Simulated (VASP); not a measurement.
# Mg2CdO3 (P-3m1) in VASP: notebook

The runs below take Mg2CdO3 through single point, relaxation of cell and atoms, with PBE.

All numbers are computed with VASP 6.6.1; they aren't measurements. Logs are shortened: lines on timing, memory, paths and dates and some standing lists are left out, and cuts for length are marked.

### 1 The cell of the first run

Symmetry: P-3m1, No. 164, trigonal system. Conventional cell: a = 3.118 Å, b = 3.118 Å, c = 7.786 Å, α = 90.00°, β = 90.00°, γ = 120.00°. Within 2.8 Å of Mg (site symmetry 3m) lie 6 O at 2.14 to 2.17 Å. Within 3.3 Å of Cd (site symmetry -3m) lie 6 O at 2.35 Å and 6 Cd at 3.12 Å and 6 Mg at 3.23 Å. O (site symmetry -3m) has 6 Mg at 2.17 Å and 12 O at 2.98 to 3.12 Å within 3.2 Å. O (site symmetry 3m) has 3 Mg at 2.14 Å and 3 Cd at 2.35 Å within 2.8 Å.

### 2 Single point, PBE

INCAR

```
  ALGO = Normal
  EDIFF = 1E-6
  ENCUT = 520
  GGA = PE
  ISIF = 2
  ISMEAR = 0
  LASPH = True
  LCHARG = True
  LELF = True
  LREAL = False
  LVHAR = True
  LWAVE = False
  NBANDS = 26
  NELM = 80
  PREC = Accurate
  SIGMA = 0.1
```

KPOINTS

```
k-points
0
Gamma
  6 6 2
```

POSCAR

```
Mg2CdO3
1.0
    3.1180994436      0.0000000026      0.0000000000
   -1.5590497241      2.7003533284      0.0000000000
    0.0000000000      0.0000000000      7.7862967866
Mg Cd O
2 1 3
Direct
    0.3333333333      0.6666666667      0.6562638362
    0.6666666667      0.3333333333      0.3437361638
    0.0000000000      0.0000000000      0.0000000000
    0.0000000000      0.0000000000      0.5000000000
    0.3333333333      0.6666666667      0.1949676237
    0.6666666667      0.3333333333      0.8050323763
```

Potentials or basis: VASP PAW PBE potentials, release 64 (Mg, Cd, O).

Run with:

```sh
$ cat potpaw_PBE.64/Mg/POTCAR potpaw_PBE.64/Cd/POTCAR potpaw_PBE.64/O/POTCAR > POTCAR
$ mpirun -np 1 vasp_std > vasp.out
```

OUTCAR:

```text
EDIFF = 1E-6
   ENCUT = 520
   GGA = PE
   ISIF = 2
   ISMEAR = 0
   LASPH = True
   LREAL = False
   NELM = 80
   PREC = Accurate

 ion  position               nearest neighbor table
   1  0.333  0.667  0.656-   6 2.14   6 2.14   6 2.14   4 2.17   4 2.17   4 2.17   2 3.03   2 3.03
                             2 3.03   3 3.23   3 3.23   3 3.23
   2  0.667  0.333  0.344-   5 2.14   5 2.14   5 2.14   4 2.17   4 2.17   4 2.17   1 3.03   1 3.03
                             1 3.03   3 3.23   3 3.23   3 3.23
   3  0.000  0.000  0.000-   5 2.35   6 2.35   6 2.35   5 2.35   6 2.35   5 2.35   1 3.23   2 3.23
                             1 3.23   2 3.23   2 3.23   1 3.23
   4  0.000  0.000  0.500-   1 2.17   2 2.17   2 2.17   1 2.17   2 2.17   1 2.17
   5  0.333  0.667  0.195-   2 2.14   2 2.14   2 2.14   3 2.35   3 2.35   3 2.35
   6  0.667  0.333  0.805-   1 2.14   1 2.14   1 2.14   3 2.35   3 2.35   3 2.35

  LATTYP: Found a hexagonal cell.
 ALAT       =     3.1180994436
 C/A-ratio  =     2.4971290773

  Lattice vectors:

 A1 = (   3.1180994436,   0.0000000026,   0.0000000000)
 A2 = (  -1.5590497241,   2.7003533284,   0.0000000000)
 A3 = (   0.0000000000,   0.0000000000,   7.7862967866)

Analysis of symmetry for initial positions (statically):
=====================================================================
 Subroutine PRICEL returns:
 Original cell was already a primitive cell.

 Routine SETGRP: Setting up the symmetry group for a
 hexagonal supercell.

 Subroutine GETGRP returns: Found 12 space group operations
 (whereof 12 operations were pure point group operations)
 out of a pool of 24 trial point group operations.

The static configuration has the point symmetry D_3d.

Analysis of symmetry for dynamics (positions and initial velocities):
=====================================================================
 Subroutine PRICEL returns:
 Original cell was already a primitive cell.

 Routine SETGRP: Setting up the symmetry group for a
 hexagonal supercell.

 Subroutine GETGRP returns: Found 12 space group operations
 (whereof 12 operations were pure point group operations)
 out of a pool of 24 trial point group operations.

The dynamic configuration has the point symmetry D_3d.

 Subroutine INISYM returns: Found 12 space group operations
 (whereof 12 operations are pure point group operations),
 and found     1 'primitive' translations

[... 91 lines left out ...]
   EDIFF  = 0.1E-05   stopping-criterion for ELM
   LREAL  =      F    real-space projection
   EDIFFG = 0.1E-04   stopping-criterion for IOM
   NSW    =      0    number of steps for IOM
   IBRION =     -1    ionic relax: 0-MD 1-quasi-New 2-CG
   NFREE  =      0    steps in history (QN), initial steepest desc. (CG)
   ISIF   =      2    stress and relaxation
   ISYM   =      2    0-nonsym 1-usesym 2-fastsym
   POTIM  = 0.5000    time-step for ionic-motion
   TEBEG  =    0.0;   TEEND  =   0.0 temperature during run
   PSTRESS=    0.0 pullay stress
   NELECT =      34.0000    total number of electrons
   NUPDOWN=      -1.0000    fix difference up-down
   EMIN   =  10.00;   EMAX   =-10.00  energy-range for DOS
   EFERMI =   0.00;   METHOD = LEGACY
   ISMEAR =     0;   SIGMA  =   0.10  broadening in eV -4-tet -1-fermi 0-gaus
   EFERMI_NEDOS =   21; number of points for ismear=-14 and -15
   IALGO  =     38    algorithm
   IMIX   =      4    mixing-type and parameters
     AMIX     =   0.40;   BMIX     =  1.00
     AMIX_MAG =   1.60;   BMIX_MAG =  1.00
  volume/ion in A,a.u.               =      10.93        73.74
  Fermi-wavevector in a.u.,A,eV,Ry     =   1.315287  2.485533 23.537817  1.729981
  Thomas-Fermi vector in A             =   2.445481
   LORBIT       =      0    0 simple, 1 ext, 2 COOP (PROOUT), +10 PAW based schemes
   GGA     = PE    functional components
   LHFCALC =     F    Hartree Fock is set to
   AEXX    =    0.0000 exact exchange contribution
   IVDW    =     0    specifies the selected vdW correction
   LEPSILON=     F    determine dielectric tensor
   LRPA    =     F    only Hartree local field effects (RPA)
 non-spin polarized calculation
 Gauss-broadening in eV      SIGMA  =   0.10
  energy-cutoff  :      520.00
  volume of cell :       65.56
 maximum number of plane-waves:      1784
 NGX is ok and might be reduce to    24
   NGX = 11   NGY = 11   NGZ = 29

 number of electron      33.9999991 magnetization

 Free energy of the ion-electron system (eV)
  ---------------------------------------------------
  ext. energy  EPLUGINS =         0.00000000
  ---------------------------------------------------
  free energy    TOTEN  =       -31.23916962 eV

  energy without entropy =      -31.23916962  energy(sigma->0) =      -31.23916962

 E-fermi :   2.9434     XC(G=0): -11.1648

 val. band max:        2.4440298667   @ k =   0.0000   0.0000   0.5000
 cond. band min:       4.3727117675   @ k =   0.0000   0.0000   0.0000
 fundamental gap:      1.9286819008
 Fermi energy:         2.9434390072

 k-point     1 :       0.0000    0.0000    0.0000
  band No.  band energies     occupation
      1     -14.6000      2.00000
      2     -14.0512      2.00000
      3     -13.6087      2.00000
      4      -4.6746      2.00000
      5      -4.3056      2.00000
      6      -4.3056      2.00000
[... 395 lines left out ...]
     25      14.2721      0.00000
     26      14.7247      0.00000

------------------------ aborting loop because EDIFF is reached ----------------------------------------

  FORCE on cell =-STRESS in cart. coord.  units (eV):
  Direction    XX          YY          ZZ          XY          YZ          ZX
  --------------------------------------------------------------------------------------
  -------------------------------------------------------------------------------------
  Total        0.0377760      0.0377760      0.1272736     -0.0000000      0.0000000      0.0000000
  in kB        0.9231769      0.9231769      3.1103356     -0.0000000      0.0000000      0.0000000
  external PRESSURE =       1.6522298 kB  Pullay stress =       0.0000000 kB

 VOLUME and BASIS-vectors are now :
 -----------------------------------------------------------------------------
  energy-cutoff  :      520.00
  volume of cell :       65.56
      direct lattice vectors                 reciprocal lattice vectors
     3.118099444  0.000000003  0.000000000     0.320708181  0.185160955  0.000000000
    -1.559049724  2.700353328  0.000000000    -0.000000000  0.370321909  0.000000000
     0.000000000  0.000000000  7.786296787     0.000000000  0.000000000  0.128430758

 POSITION                                       TOTAL-FORCE (eV/Angst)
 -----------------------------------------------------------------------------------
     -0.00000      1.80024      5.10986         0.000000     -0.000000     -0.005860
      1.55905      0.90012      2.67643         0.000000      0.000000      0.005860
      0.00000      0.00000      0.00000         0.000000      0.000000      0.000000
      0.00000      0.00000      3.89315         0.000000      0.000000      0.000000
     -0.00000      1.80024      1.51808         0.000000     -0.000000      0.115194
      1.55905      0.90012      6.26822        -0.000000     -0.000000     -0.115194
 -----------------------------------------------------------------------------------
    total drift:                                0.000000      0.000000     -0.000000

  FREE ENERGIE OF THE ION-ELECTRON SYSTEM (eV)
  ---------------------------------------------------
  free  energy   TOTEN  =       -31.2391696229 eV

  energy  without entropy=      -31.2391696229  energy(sigma->0) =      -31.23916962
```

Run time: 34 s. Hardware: 1 thread of Intel Xeon Platinum 8259CL at 2.50GHz (Skylake/Cascade Lake), shared host; peak memory 0.18 GiB.

Results:

```
Free energy            : -31.2392 eV
Pressure               : 0.2 GPa
Largest force          : 0.115 eV/Å
Band gap on the k mesh : 1.93 eV (least direct gap 2.07 eV)
```

Forces on the atoms (eV/Å):
```
Mg   0.000  0.000 -0.006
Mg   0.000  0.000  0.006
Cd   0.000  0.000  0.000
O    0.000  0.000  0.000
O    0.000  0.000  0.115
O    0.000  0.000 -0.115
```

Stress tensor (GPa, compression positive):
```
0.09 0.00 0.00
0.00 0.09 0.00
0.00 0.00 0.31
```

Levels at points of the mesh, in eV from the valence-band top:
```csv
k point,band 14,band 15,band 16,band 17,band 18,band 19,band 20,band 21
"(0.00, 0.00, 0.00)",-0.28,-0.28,-0.14,-0.14,1.93,5.91,6.20,10.18
"(0.50, 0.00, 0.00)",-1.21,-0.86,-0.75,-0.44,5.77,5.88,8.53,9.90
"(0.00, 0.00, 0.50)",-0.59,-0.59,0.00,0.00,2.95,4.77,6.67,10.41
"(0.50, 0.00, 0.50)",-1.36,-1.17,-0.29,-0.13,5.48,5.95,8.75,9.97
```

A k mesh can miss the band edges.

### 3 Single point, PBE

This run uses another cell than the first one, of 14.20 Å³/atom.

INCAR

```
SYSTEM = Mg2CdO3
PREC = Accurate
ENCUT = 520
EDIFF = 1E-6
ISMEAR = 0
SIGMA = 0.1
LREAL = .False.
LASPH = .True.
NELM = 60
ALGO = Normal
ISIF = 2
LWAVE = .False.
LCHARG = .False.
GGA = PE
NBANDS = 26
```

KPOINTS

```
regular mesh
0
Gamma
  6 6 2
  0 0 0
```

POSCAR

```
Mg2CdO3
1.0
    3.4243900100      0.0000000000      0.0000000000
   -1.7121950100      2.9656087400      0.0000000000
    0.0000000000      0.0000000000      8.3880082100
Mg Cd O
2 1 3
Direct
    0.3333333300      0.6666666700      0.6666666700
    0.6666666700      0.3333333300      0.3333333300
    0.0000000000      0.0000000000      0.0000000000
    0.0000000000      0.0000000000      0.5000000000
    0.3333333300      0.6666666700      0.1666666700
    0.6666666700      0.3333333300      0.8333333300
```

Potentials or basis: VASP PAW PBE potentials, release 64 (Mg, Cd, O).

Run with:

```sh
$ cat potpaw_PBE.64/Mg/POTCAR potpaw_PBE.64/Cd/POTCAR potpaw_PBE.64/O/POTCAR > POTCAR
$ mpirun -np 1 vasp_std > vasp.out
```

Run time: 49 s. Hardware: 1 thread of Intel Xeon Platinum 8259CL at 2.50GHz (Skylake/Cascade Lake), shared host; peak memory 0.22 GiB.

The run converged. Its results:

| Quantity | Value |
| --- | --- |
| Free energy | -29.3897 eV |
| Pressure | -19.2 GPa |
| Largest force | 1.288 eV/Å |
| Band gap on the k mesh | 0.78 eV (least direct gap 0.80 eV) |

Forces in eV/Å, atoms in the order of the input:
```
Mg   0.000  0.000 -0.027
Mg   0.000  0.000  0.027
Cd   0.000  0.000  0.000
O    0.000  0.000  0.000
O    0.000  0.000  1.288
O    0.000  0.000 -1.288
```

Stress tensor (GPa, compression positive):
```
-19.07   0.00   0.00
  0.00 -19.07   0.00
  0.00   0.00 -19.53
```

Levels at points of the mesh, in eV from the valence-band top:
```tsv
k point	band 15	band 16	band 17	band 18	band 19	band 20
(0.00, 0.00, 0.00)	-0.40	-0.03	-0.03	0.78	4.17	4.29
(0.50, 0.00, 0.00)	-0.83	-0.59	-0.22	4.91	5.77	6.00
(0.00, 0.00, 0.50)	-0.51	0.00	0.00	2.13	2.64	5.10
(0.50, 0.00, 0.50)	-0.97	-0.21	-0.16	5.09	5.19	6.17
```

Caveat: the cell stands under tension; semilocal functionals underestimate gaps, and a narrow one can read as zero; forces of over 1 eV/Å act on the atoms, so gaps and moduli don't describe the material at rest. A k mesh can miss the band edges.

### 4 Relaxation of cell and atoms, PBE

This run uses another cell than the first one, of 14.20 Å³/atom.

INCAR

```
SYSTEM = Mg2CdO3
PREC = Accurate
ENCUT = 600
EDIFF = 1E-7
ISMEAR = 0
SIGMA = 0.1
LREAL = .FALSE.
LASPH = .TRUE.
NELM = 80
ALGO = Normal
ISIF = 3
LWAVE = .FALSE.
LCHARG = .FALSE.
GGA = PE
IBRION = 2
NSW = 90
EDIFFG = -0.04
```

KPOINTS

```
Automatic mesh
0
G
  6 6 2
  0 0 0
```

POSCAR is that of step 3.

Run with:

```sh
$ cat potpaw_PBE.64/Mg/POTCAR potpaw_PBE.64/Cd/POTCAR potpaw_PBE.64/O/POTCAR > POTCAR
$ mpirun -np 1 vasp_std > vasp.out
```

Wall time 4.4 min (1 thread of Intel Xeon Platinum 8259CL at 2.50GHz (Skylake/Cascade Lake), shared host); peak memory 0.26 GiB.

It converged, with:

* Free energy: -31.2861 eV
* Relaxed volume: 10.91 Å³/atom
* Relaxed cell: a = 3.116 Å, b = 3.116 Å, c = 7.788 Å, α = 90.00°, β = 90.00°, γ = 120.00°
* Space group after relaxing (to 0.1 Å): P-3m1 (No. 164)
* Energy gained by relaxing: 315.3 meV/atom
* Ionic steps: 10
* Pressure after relaxing: 0.0 GPa
* Band gap on the k mesh: 1.92 eV (least direct gap 2.07 eV)

Forces in eV/Å, atoms in the order of the input:
```
Mg   0.000  0.000 -0.003
Mg   0.000  0.000  0.003
Cd   0.000  0.000  0.000
O    0.000  0.000  0.000
O    0.000  0.000  0.000
O    0.000  0.000  0.000
```

The path:
```csv
step,energy change (eV),largest force (eV/Å),pressure (GPa),volume (Å³)
1,0.0000,1.2868,-19.35,85.18
2,-1.5162,1.9832,3.21,65.75
3,-1.5176,1.9652,2.40,66.11
4,-1.7979,0.7226,2.02,65.17
5,-1.8368,0.8856,2.38,64.66
6,-1.8878,0.0579,-1.41,66.16
7,-1.8888,0.0510,-0.99,65.98
8,-1.8917,0.0585,0.26,65.38
9,-1.8917,0.0438,0.09,65.46
10,-1.8921,0.0027,0.05,65.47
```

Final structure:
```cif
data_structure
_symmetry_space_group_name_H-M 'P 1'
_symmetry_Int_Tables_number 1
_cell_length_a 3.1156
_cell_length_b 3.1156
_cell_length_c 7.7878
_cell_angle_alpha 90.000
_cell_angle_beta 90.000
_cell_angle_gamma 120.000
_cell_volume 65.47
loop_
_atom_site_label
_atom_site_type_symbol
_atom_site_fract_x
_atom_site_fract_y
_atom_site_fract_z
_atom_site_occupancy
Mg1 Mg 0.33333 0.66667 0.65580 1
Mg2 Mg 0.66667 0.33333 0.34420 1
Cd1 Cd 0.00000 0.00000 0.00000 1
O1 O 0.00000 0.00000 0.50000 1
O2 O 0.33333 0.66667 0.19627 1
O3 O 0.66667 0.33333 0.80373 1
```

Levels at points of the mesh, in eV from the valence-band top:
```
           k point  band 13  band 14  band 15  band 16  band 17  band 18  band 19  band 20  band 21
(0.00, 0.00, 0.00)    -0.46    -0.27    -0.27    -0.15    -0.15     1.92     5.93     6.25    10.16
(0.50, 0.00, 0.00)    -1.52    -1.19    -0.84    -0.76    -0.45     5.72     5.82     8.59     9.91
(0.00, 0.00, 0.50)    -0.63    -0.59    -0.59     0.00     0.00     2.93     4.81     6.71    10.41
(0.50, 0.00, 0.50)    -1.47    -1.34    -1.17    -0.30    -0.13     5.43     5.90     8.79     9.97
```

Caveat: the volume moved by over 15 % at a fixed basis, so the end points are rough.

### 5 Summary

| task | cell | cutoff (eV) | gap on the mesh (eV) | pressure (GPa) | largest force (eV/Å) |
| --- | --- | --- | --- | --- | --- |
| single point | a = 3.118, b = 3.118, c = 7.786 Å, angles 90.0, 90.0, 120.0°, 6 atoms, atomic positions A | 520 | 1.93 | 0.2 | 0.12 |
| single point | a = 3.424, b = 3.424, c = 8.388 Å, angles 90.0, 90.0, 120.0°, 6 atoms, atomic positions B | 520 | 0.78 | -19.2 | 1.29 |
| relaxation of cell and atoms | relaxed from a = 3.424, b = 3.424, c = 8.388 Å, angles 90.0, 90.0, 120.0°, 6 atoms, atomic positions B | 600 | 1.92 | 0.0 | - |

Alike in all rows: level PBE; potentials or basis VASP PAW PBE potentials, release 64 (Mg, Cd, O); no spin polarisation; k mesh 6 × 6 × 2; smearing gaussian 0.1 eV.

Caveats: the cell stands under tension (at least some runs); semilocal functionals underestimate gaps, and a narrow one can read as zero (at least some runs); forces of over 1 eV/Å act on the atoms, so gaps and moduli don't describe the material at rest (at least some runs); the volume moved by over 15 % at a fixed basis, so the end points are rough (at least some runs).

Absolute energies hang on the potentials; compare differences alone.
